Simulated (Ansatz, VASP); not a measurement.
## Pt in VASP and in Ansatz

```
Pt
1.0
     4.43566    0.00000    0.00000
    -2.21783    3.84139    0.00000
     0.00000    0.00000    2.64491
Pt
3
Direct
  0.00000 0.00000 0.00000
  0.33333 0.66667 0.50000
  0.66667 0.33333 0.50000
```

Alike in both runs: task single point; functional RPBE; k mesh 9 × 9 × 13; occupations fermi-dirac, width 0.1 eV; no spin polarisation.

|  | VASP | Ansatz |
| --- | --- | --- |
| version | VASP 6.6.1 | Ansatz 0.2.0 |
| potentials or method | VASP PAW PBE potentials, release 64 (Pt), cutoff 520 eV | plane waves (420 eV) with PAW, scalar-relativistic |
| valence electrons in the cell | 30 | 54 |

Ansatz gave:

- pressure (GPa): 22.6
- traceless stress, the component that is largest in VASP (GPa): 0.68

Q: What did VASP give for the same quantities?

A: Pressure (GPa): 22.0; traceless stress, the component that is largest in VASP (GPa): 0.67.

VASP's potentials were made for PBE, not for RPBE. VASP's potentials hold 30 valence electrons a cell and Ansatz's 54, so a difference there can come from the potentials and not from the codes.

Spin-orbit coupling is off throughout.
